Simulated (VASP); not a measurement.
Write the native input for VASP 6.6.1 that does the following.

```
Task                   : relaxation of cell and atoms
Functional             : PBEsol
Dispersion             : D3(BJ)
Potentials or basis    : VASP PAW PBE potentials, release 64 (Hf_pv)
Cutoff                 : 600 eV
k mesh                 : 10 × 10 × 5
Occupations            : fermi-dirac, width 0.05 eV
Spin                   : no spin polarisation
Dipole correction      : no
Further INCAR settings : ALGO = Normal; EDIFF = 1e-07; IBRION = 2; EDIFFG = -0.005; NSW = 80; ISIF = 3
```

The structure of Hf lies in POSCAR:

```
Hf
1.0
    3.1967000000      0.0000000000      0.0000000000
   -1.5983500000      2.7684234083      0.0000000000
    0.0000000000      0.0000000000      5.0578000000
Hf
2
Direct
    0.6666666667      0.3333333333      0.7500000000
    0.3333333333      0.6666666667      0.2500000000
```

These files were run (other wordings do the same):

INCAR

```
  PREC = Accurate
  ENCUT = 600
  EDIFF = 1E-7
  ISMEAR = -1
  SIGMA = 0.05
  LREAL = False
  LASPH = True
  NELM = 100
  ALGO = Normal
  ISIF = 3
  LWAVE = False
  LCHARG = False
  GGA = PS
  IVDW = 12
  IBRION = 2
  NSW = 80
  EDIFFG = -0.005
```

KPOINTS

```
Automatic mesh
0
Gamma
  10 10 5
```

Potentials or basis: VASP PAW PBE potentials, release 64 (Hf_pv).

Command:

```bash
$ cat potpaw_PBE.64/Hf_pv/POTCAR > POTCAR
$ mpirun -np 1 vasp_std > vasp.out
```

It gave:

```yaml
Relaxed_volume: 20.76 Å³/atom
Relaxed_cell: a = 3.118 Å, b = 3.118 Å, c = 4.930 Å, α = 90.00°, β = 90.00°, γ = 120.00°
Space_group_after_relaxing_to_0.1_Å: P6_3/mmc (No. 194)
Energy_gained_by_relaxing: 42.9 meV/atom
Ionic_steps: 11
Pressure_after_relaxing: 0.0 GPa
Band_gap_on_the_k_mesh: zero (bands 10 and 11 overlap by 1.54 eV)
Dispersion_energy_per_atom: -0.553 eV
```

Caveat: the PAW data sets were made with another functional, which shifts forces and pressure a little; spin-orbit coupling is left out, which moves the levels of the heavy elements.

Run time: 4.6 min on 1 thread of Intel Xeon 8259CL (shared host), peak memory 0.21 GiB.
